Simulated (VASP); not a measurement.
# Ir (P6_3/mmc) in VASP: further runs

Runs on Ir. Level: LDA. Tasks: single point.

Program: VASP 6.6.1. These are calculated values, not measurements. Logs are shortened: lines on timing, memory, paths and dates and some standing lists are left out, and cuts for length are marked.

### 1 The cell of the first run

It takes space group P6_3/mmc (No. 194, hexagonal). Conventional cell: a = 2.758 Å, b = 2.758 Å, c = 4.472 Å, α = 90.00°, β = 90.00°, γ = 120.00°. Ir (site symmetry -6m2) has 12 Ir at 2.75 to 2.76 Å within 3.6 Å.

This isn't the form of Ir at room conditions, which is fcc.

### 2 Single point, LDA, collinear spin (14.73 Å³/atom)

Input file INCAR:

```
SYSTEM = Ir
PREC = Accurate
ENCUT = 520
EDIFF = 1E-6
ISMEAR = 0
SIGMA = 0.15
LREAL = .FALSE.
LASPH = .TRUE.
NELM = 150
ALGO = Normal
ISIF = 2
LWAVE = .FALSE.
LCHARG = .FALSE.
ISPIN = 2
MAGMOM = 0.1 0.1
LORBIT = 11
NUPDOWN = 0.2
LMAXMIX = 4
NBANDS = 20
```

Input file KPOINTS:

```
Automatic mesh
0
G
  21 21 12
  0 0 0
```

Input file POSCAR:

```
Ir
1.0
    2.7583201541      0.0000000000      0.0000000000
   -1.3791600771      2.3887753253      0.0000000000
    0.0000000000      0.0000000000      4.4722974870
Ir
2
Direct
    0.6666666667      0.3333333333      0.7500000000
    0.3333333333      0.6666666667      0.2500000000
```

Potentials or basis: VASP PAW LDA potentials, release 64 (Ir).

Launch:

```bash
cat potpaw_LDA.64/Ir/POTCAR > POTCAR
mpirun -np 1 vasp_std > vasp.out
```

OUTCAR:

```text
SYSTEM = Ir
   PREC = Accurate
   ENCUT = 520
   EDIFF = 1E-6
   ISMEAR = 0
   LREAL = .FALSE.
   LASPH = .TRUE.
   NELM = 150
   ISIF = 2
   ISPIN = 2
   LORBIT = 11
   NUPDOWN = 0.2

 ion  position               nearest neighbor table
   1  0.667  0.333  0.750-   2 2.75   2 2.75   2 2.75   2 2.75   2 2.75   2 2.75
   2  0.333  0.667  0.250-   1 2.75   1 2.75   1 2.75   1 2.75   1 2.75   1 2.75

  LATTYP: Found a hexagonal cell.
 ALAT       =     2.7583201541
 C/A-ratio  =     1.6213844794

  Lattice vectors:

 A1 = (   2.7583201541,   0.0000000000,   0.0000000000)
 A2 = (  -1.3791600771,   2.3887753253,   0.0000000000)
 A3 = (   0.0000000000,   0.0000000000,   4.4722974870)

Analysis of symmetry for initial positions (statically):
=====================================================================
 Subroutine PRICEL returns:
 Original cell was already a primitive cell.

 Routine SETGRP: Setting up the symmetry group for a
 hexagonal supercell.

 Subroutine GETGRP returns: Found 24 space group operations
 (whereof 12 operations were pure point group operations)
 out of a pool of 24 trial point group operations.

The static configuration has the point symmetry D_3d.
 The point group associated with its full space group is D_6h.

Analysis of symmetry for dynamics (positions and initial velocities):
=====================================================================
 Subroutine PRICEL returns:
 Original cell was already a primitive cell.

 Routine SETGRP: Setting up the symmetry group for a
 hexagonal supercell.

 Subroutine GETGRP returns: Found 24 space group operations
 (whereof 12 operations were pure point group operations)
 out of a pool of 24 trial point group operations.

The dynamic configuration has the point symmetry D_3d.
 The point group associated with its full space group is D_6h.

Analysis of structural, dynamic, and magnetic symmetry:
=====================================================================
 Subroutine PRICEL returns:
 Original cell was already a primitive cell.

 Routine SETGRP: Setting up the symmetry group for a
 hexagonal supercell.

 Subroutine GETGRP returns: Found 24 space group operations
 (whereof 12 operations were pure point group operations)
 out of a pool of 24 trial point group operations.

The overall configuration has the point symmetry D_3d.
 The point group associated with its full space group is D_6h.

 Subroutine INISYM returns: Found 24 space group operations
 (whereof 12 operations are pure point group operations),
 and found     1 'primitive' translations

----------------------------------------------------------------------------------------

                                     Primitive cell

  volume of cell :      29.4680

  direct lattice vectors                    reciprocal lattice vectors
     2.758320154  0.000000000  0.000000000     0.362539497  0.209312276  0.000000000
    -1.379160077  2.388775325  0.000000000     0.000000000  0.418624552  0.000000000
     0.000000000  0.000000000  4.472297487     0.000000000  0.000000000  0.223598721

  length of vectors
     2.758320154  2.758320154  4.472297487     0.418624552  0.418624552  0.223598721

  position of ions in fractional coordinates (direct lattice)
     0.666666667  0.333333333  0.750000000
     0.333333333  0.666666667  0.250000000

  ion indices of the primitive-cell ions
   primitive index   ion index
                 1           1
                 2           2

----------------------------------------------------------------------------------------

 KPOINTS: Automatic mesh

Automatic generation of k-mesh.
 Grid dimensions read from file:
 generate k-points for:   21   21   12

 Generating k-lattice:

  Cartesian coordinates                     Fractional coordinates (reciprocal lattice)
     0.017263786  0.009967251  0.000000000     0.047619048 -0.000000000  0.000000000
     0.000000000  0.019934502  0.000000000     0.000000000  0.047619048  0.000000000
     0.000000000  0.000000000  0.018633227     0.000000000  0.000000000  0.083333333

  Length of vectors
     0.019934502  0.019934502  0.018633227

  Shift w.r.t. Gamma in fractional coordinates (k-lattice)
     0.000000000  0.000000000  0.000000000

 Subroutine IBZKPT returns following result:
 ===========================================

 Found    336 irreducible k-points:

 Following reciprocal coordinates:
            Coordinates               Weight
  0.000000  0.000000  0.000000      1.000000
  0.047619  0.000000  0.000000      6.000000
  0.095238  0.000000  0.000000      6.000000
  0.142857  0.000000  0.000000      6.000000
  0.190476  0.000000  0.000000      6.000000
  0.238095  0.000000  0.000000      6.000000
[... 16 lines left out ...]
  0.142857  0.095238  0.000000     12.000000
  0.190476  0.095238  0.000000     12.000000
 [... further k-points ...]
   k-points           NKPTS =    336   k-points in BZ     NKDIM =    336   number of bands    NBANDS=     20
   number of dos      NEDOS =    301   number of ions     NIONS =      2
   total plane-waves  NPLWV =  20736
   dimension x,y,z NGX =    24 NGY =   24 NGZ =   36
   dimension x,y,z NGXF=    48 NGYF=   48 NGZF=   72
   ions per type =               2
   NGX,Y,Z   is equivalent  to a cutoff of  14.46, 14.46, 13.38 a.u.
   NGXF,Y,Z  is equivalent  to a cutoff of  28.93, 28.93, 26.76 a.u.
 SYSTEM =  Ir
   PREC   = accura    normal or accurate (medium, high low for compatibility)
   ISTART =      0    job   : 0-new  1-cont  2-samecut
   ICHARG =      2    charge: 1-file 2-atom 10-const
   ISPIN  =      2    spin polarized calculation?
   LNONCOLLINEAR =      F non collinear calculations
   LSORBIT =      F    spin-orbit coupling
   LASPH  =      T    aspherical Exc in radial PAW
   ENCUT  =  520.0 eV  38.22 Ry    6.18 a.u.   5.13  5.13  8.32*2*pi/ulx,y,z
   NELM   =    150;   NELMIN=  2; NELMDL= -5     # of ELM steps
   EDIFF  = 0.1E-05   stopping-criterion for ELM
   LREAL  =      F    real-space projection
   EDIFFG = 0.1E-04   stopping-criterion for IOM
   NSW    =      0    number of steps for IOM
   IBRION =     -1    ionic relax: 0-MD 1-quasi-New 2-CG
   NFREE  =      0    steps in history (QN), initial steepest desc. (CG)
   ISIF   =      2    stress and relaxation
   ISYM   =      2    0-nonsym 1-usesym 2-fastsym
   POTIM  = 0.5000    time-step for ionic-motion
   TEBEG  =    0.0;   TEEND  =   0.0 temperature during run
   PSTRESS=    0.0 pullay stress
   NELECT =      18.0000    total number of electrons
   NUPDOWN=       0.2000    fix difference up-down
   EMIN   =  10.00;   EMAX   =-10.00  energy-range for DOS
   EFERMI =   0.00;   METHOD = LEGACY
   ISMEAR =     0;   SIGMA  =   0.15  broadening in eV -4-tet -1-fermi 0-gaus
   EFERMI_NEDOS =   21; number of points for ismear=-14 and -15
   IALGO  =     38    algorithm
   IMIX   =      4    mixing-type and parameters
     AMIX     =   0.40;   BMIX     =  1.00
     AMIX_MAG =   1.60;   BMIX_MAG =  1.00
  volume/ion in A,a.u.               =      14.73        99.43
  Fermi-wavevector in a.u.,A,eV,Ry     =   1.389042  2.624909 26.251602  1.929438
  Thomas-Fermi vector in A             =   2.513111
   LORBIT       =     11    0 simple, 1 ext, 2 COOP (PROOUT), +10 PAW based schemes
   GGA     = CA    functional components
   LHFCALC =     F    Hartree Fock is set to
   AEXX    =    0.0000 exact exchange contribution
   IVDW    =     0    specifies the selected vdW correction
   LEPSILON=     F    determine dielectric tensor
   LRPA    =     F    only Hartree local field effects (RPA)
 spin polarized calculation
 Gauss-broadening in eV      SIGMA  =   0.15
  energy-cutoff  :      520.00
  volume of cell :       29.47
 maximum number of plane-waves:       814
 NGX is ok and might be reduce to    24
   NGX = 11   NGY = 11   NGZ = 17

 number of electron      17.9999998 magnetization       0.2000000

 Free energy of the ion-electron system (eV)
  ---------------------------------------------------
  ext. energy  EPLUGINS =         0.00000000
  ---------------------------------------------------
  free energy    TOTEN  =       -20.41541679 eV

  energy without entropy =      -20.38776061  energy(sigma->0) =      -20.40158870

 E-fermi :   9.6686     XC(G=0): -13.9048

 val. band max:        9.7737859544   @ k =   0.3810   0.2381   0.3333
 cond. band min:       9.6702419144   @ k =   0.3810   0.1905   0.0833
 fundamental gap:     -0.1035440400
 Fermi energy:         9.7758265668

 spin component 1

 k-point     1 :       0.0000    0.0000    0.0000
  band No.  band energies     occupation
      1      -1.0811      1.00000
      2       1.9188      1.00000
      3       5.9535      1.00000
      4       6.0583      1.00000
      5       6.0583      1.00000
      6       6.6763      1.00000
[... 12 lines left out ...]
     19      32.1265      0.00000
     20      32.1265      0.00000

 k-point     2 :       0.0476    0.0000    0.0000
  band No.  band energies     occupation
      1      -0.9954      1.00000
      2       1.9955      1.00000
      3       5.7768      1.00000
      4       6.1294      1.00000
      5       6.2177      1.00000
      6       6.6292      1.00000
[... 12 lines left out ...]
     19      30.9570      0.00000
     20      32.2266      0.00000
[... 465 lines left out ...]
      3       4.8324      1.00000
      4       5.4484      1.00000
      5       6.0693      1.00000
      6       6.4157      1.00000
[... 12 lines left out ...]
     19      29.8372      0.00000
     20      33.1139      0.00000

 k-point    24 :       0.1905    0.0952    0.0000
  band No.  band energies     occupation
      1       1.0189      1.00000
      2       3.3517      1.00000
      3       4.7148      1.00000
      4       4.8526      1.00000
      5       5.9686      1.00000
      6       6.1870      1.00000
[... 12 lines left out ...]
     19      30.3371      0.00000
     20      32.0585      0.00000

 [... further k-points ...]

 spin component 2

 k-point     1 :       0.0000    0.0000    0.0000
  band No.  band energies     occupation
      1      -1.0549      1.00000
      2       1.9594      1.00000
      3       6.0087      1.00000
      4       6.1112      1.00000
      5       6.1112      1.00000
      6       6.7306      1.00000
[... 12 lines left out ...]
     19      32.1543      0.00000
     20      32.1543      0.00000

 k-point     2 :       0.0476    0.0000    0.0000
  band No.  band energies     occupation
      1      -0.9692      1.00000
      2       2.0363      1.00000
      3       5.8303      1.00000
      4       6.1823      1.00000
      5       6.2721      1.00000
      6       6.6834      1.00000
[... 12 lines left out ...]
     19      30.9809      0.00000
     20      32.2544      0.00000
[... 465 lines left out ...]
      3       4.8816      1.00000
      4       5.4936      1.00000
      5       6.1206      1.00000
      6       6.4704      1.00000
[... 12 lines left out ...]
     19      29.8644      0.00000
     20      33.1453      0.00000

 k-point    24 :       0.1905    0.0952    0.0000
  band No.  band energies     occupation
      1       1.0463      1.00000
      2       3.3958      1.00000
      3       4.7621      1.00000
      4       4.8978      1.00000
      5       6.0191      1.00000
      6       6.2409      1.00000
[... 12 lines left out ...]
     19      30.3663      0.00000
     20      32.0915      0.00000

 [... further k-points ...]

------------------------ aborting loop because EDIFF is reached ----------------------------------------

  FORCE on cell =-STRESS in cart. coord.  units (eV):
  Direction    XX          YY          ZZ          XY          YZ          ZX
  --------------------------------------------------------------------------------------
  -------------------------------------------------------------------------------------
  Total       -3.3095221     -3.3095221     -3.3532739      0.0000000     -0.0000000      0.0000000
  in kB     -179.9389605   -179.9389605   -182.3177506      0.0000000     -0.0000000      0.0000000
  external PRESSURE =    -180.7318905 kB  Pullay stress =       0.0000000 kB

 VOLUME and BASIS-vectors are now :
 -----------------------------------------------------------------------------
  energy-cutoff  :      520.00
  volume of cell :       29.47
      direct lattice vectors                 reciprocal lattice vectors
     2.758320154  0.000000000  0.000000000     0.362539497  0.209312276  0.000000000
    -1.379160077  2.388775325  0.000000000     0.000000000  0.418624552  0.000000000
     0.000000000  0.000000000  4.472297487     0.000000000  0.000000000  0.223598721

 POSITION                                       TOTAL-FORCE (eV/Angst)
 -----------------------------------------------------------------------------------
      1.37916      0.79626      3.35422        -0.000000      0.000000      0.000000
     -0.00000      1.59252      1.11807         0.000000     -0.000000      0.000000
 -----------------------------------------------------------------------------------
    total drift:                               -0.000000      0.000000     -0.000000

  FREE ENERGIE OF THE ION-ELECTRON SYSTEM (eV)
  ---------------------------------------------------
  free  energy   TOTEN  =       -20.4154167892 eV

  energy  without entropy=      -20.3877606111  energy(sigma->0) =      -20.40158870

 total charge

# of ion       s       p       d       tot
------------------------------------------
    1        0.649   0.684   6.947   8.281
    2        0.649   0.684   6.947   8.281
--------------------------------------------------
tot          1.299   1.368  13.895  16.562

 magnetization (x)

# of ion       s       p       d       tot
------------------------------------------
    1        0.001   0.001   0.095   0.097
    2        0.001   0.001   0.095   0.097
--------------------------------------------------
tot          0.001   0.002   0.191   0.194
```

Run time: 8.1 min. Hardware: 1 thread of Intel Xeon 8259CL, shared host; peak memory 0.37 GiB.

Results:

- Free energy: -20.4154 eV
- Pressure: -18.1 GPa
- Net moment: 0.20 μB per cell
- Site moments: Ir +0.10 μB
- Valence electrons inside the program's atomic spheres: Ir 8.28

Stress tensor (GPa, compression positive):
```
-17.99   0.00   0.00
  0.00 -17.99   0.00
  0.00   0.00 -18.23
```

Caveat: the cell stands under tension; spin-orbit coupling is left out, which moves the levels of the heavy elements; the total moment is fixed, so each spin has its own Fermi level.

### 3 Single point, LDA, collinear spin (14.73 Å³/atom)

Input file INCAR:

```
SYSTEM = Ir
PREC = Accurate
ENCUT = 520
EDIFF = 1E-7
ISMEAR = 0
SIGMA = 0.15
LREAL = .FALSE.
LASPH = .TRUE.
NELM = 150
ALGO = Normal
ISIF = 2
LWAVE = .FALSE.
LCHARG = .FALSE.
ISPIN = 2
MAGMOM = 0.5 0.5
LORBIT = 11
NUPDOWN = 1.0
LMAXMIX = 4
GGA = CA
NBANDS = 20
```

Input file KPOINTS:

```
regular mesh
0
G
  21 21 12
  0 0 0
```

POSCAR is that of step 2.

Potentials or basis: VASP PAW LDA potentials, release 64 (Ir).

Launch:

```bash
cat potpaw_LDA.64/Ir/POTCAR > POTCAR
mpirun -np 1 vasp_std > vasp.out
```

Run time: 7.7 min. Hardware: 1 thread of Intel Xeon 8259CL, shared host; peak memory 0.37 GiB.

Results (log left out):

```yaml
Free_energy: -20.2916 eV
Pressure: -16.2 GPa
Net_moment: 1.00 μB per cell
Site_moments: Ir +0.49 μB
Valence_electrons_inside_the_program's_atomic_spheres: Ir 8.28
```

Stress tensor (GPa, compression positive):
```
-15.91   0.00   0.00
  0.00 -15.91   0.00
  0.00   0.00 -16.85
```

Caveat: the cell stands under tension; spin-orbit coupling is left out, which moves the levels of the heavy elements; the total moment is fixed, so each spin has its own Fermi level.

### 4 Single point, LDA, collinear spin (13.90 Å³/atom)

This run uses another cell than the first one, of 13.90 Å³/atom.

Input file INCAR:

```
SYSTEM = Ir
  ALGO = Fast
  EDIFF = 1E-7
  ENCUT = 520
  ISIF = 2
  ISMEAR = 0
  ISPIN = 2
  LASPH = .TRUE.
  LCHARG = .FALSE.
  LMAXMIX = 4
  LORBIT = 11
  LREAL = .FALSE.
  LWAVE = .FALSE.
  MAGMOM = 0.1 0.1
  NBANDS = 20
  NELM = 150
  NUPDOWN = 0.2
  PREC = Accurate
  SIGMA = 0.15
```

Input file KPOINTS:

```
k-points
0
G
  21 21 12
  0 0 0
```

Input file POSCAR:

```
Ir
1.0
    2.7052421934      0.0000000000      0.0000000000
   -1.3526210967      2.3428084629      0.0000000000
    0.0000000000      0.0000000000      4.3862377053
Ir
2
Direct
    0.6666666667      0.3333333333      0.7500000000
    0.3333333333      0.6666666667      0.2500000000
```

Launch:

```bash
cat potpaw_LDA.64/Ir/POTCAR > POTCAR
mpirun -np 1 vasp_std > vasp.out
```

Wall time 6.4 min (1 thread of Intel Xeon Platinum 8259CL at 2.50GHz (Skylake/Cascade Lake), shared host); peak memory 0.34 GiB.

Results (log left out):

```yaml
Free_energy: -20.5008 eV
Pressure: 2.7 GPa
Net_moment: 0.20 μB per cell
Site_moments: Ir +0.10 μB
Valence_electrons_inside_the_program's_atomic_spheres: Ir 8.48
```

Stress tensor (GPa, compression positive):
```
2.63 0.00 0.00
0.00 2.63 0.00
0.00 0.00 2.96
```

Caveat: spin-orbit coupling is left out, which moves the levels of the heavy elements; the total moment is fixed, so each spin has its own Fermi level.

### 5 Single point, LDA, collinear spin (13.90 Å³/atom)

This run uses another cell than the first one, of 13.90 Å³/atom.

Input file INCAR:

```
PREC = Accurate
ENCUT = 520
EDIFF = 1E-6
ISMEAR = 0
SIGMA = 0.15
LREAL = False
LASPH = True
NELM = 150
ALGO = Normal
ISIF = 2
LWAVE = False
LCHARG = False
ISPIN = 2
MAGMOM = 0.5 0.5
LORBIT = 11
NUPDOWN = 1.0
LMAXMIX = 4
NBANDS = 20
```

Input file KPOINTS:

```
regular mesh
0
Gamma
  21 21 12
```

POSCAR is that of step 4.

Launch:

```bash
cat potpaw_LDA.64/Ir/POTCAR > POTCAR
mpirun -np 1 vasp_std > vasp.out
```

Run time: 5.4 min. Hardware: 1 thread of Intel Xeon Platinum 8259CL at 2.50GHz (Skylake/Cascade Lake), shared host; peak memory 0.34 GiB.

The run converged. Its results:

```
Free energy                                           : -20.3562 eV
Pressure                                              : 4.9 GPa
Net moment                                            : 1.00 μB per cell
Site moments                                          : Ir +0.48 μB
Valence electrons inside the program's atomic spheres : Ir 8.48
```

Stress tensor (GPa, compression positive):
```
5.09 0.00 0.00
0.00 5.09 0.00
0.00 0.00 4.52
```

Caveat: the cell stands under pressure; spin-orbit coupling is left out, which moves the levels of the heavy elements; the total moment is fixed, so each spin has its own Fermi level.

### 6 Summary

| fixed moment (μB) | cell | pressure (GPa) | moment (μB) |
| --- | --- | --- | --- |
| 0.2 | a = 2.758, b = 2.758, c = 4.472 Å, angles 90.0, 90.0, 120.0°, 2 atoms | -18.1 | 0.20 |
| 1.0 | a = 2.758, b = 2.758, c = 4.472 Å, angles 90.0, 90.0, 120.0°, 2 atoms | -16.2 | 1.00 |
| 0.2 | a = 2.705, b = 2.705, c = 4.386 Å, angles 90.0, 90.0, 120.0°, 2 atoms | 2.7 | 0.20 |
| 1.0 | a = 2.705, b = 2.705, c = 4.386 Å, angles 90.0, 90.0, 120.0°, 2 atoms | 4.9 | 1.00 |

Alike in all rows: task single point; level LDA; potentials or basis VASP PAW LDA potentials, release 64 (Ir); spin collinear; k mesh 21 × 21 × 12; cutoff (eV) 520; smearing gaussian 0.15 eV.

Caveats: spin-orbit coupling is left out, which moves the levels of the heavy elements; the total moment is fixed, so each spin has its own Fermi level; the cell stands under tension (at least some runs); the cell stands under pressure (at least some runs).

Total energies depend on the potentials used, so only differences within one code and one set of settings carry meaning.
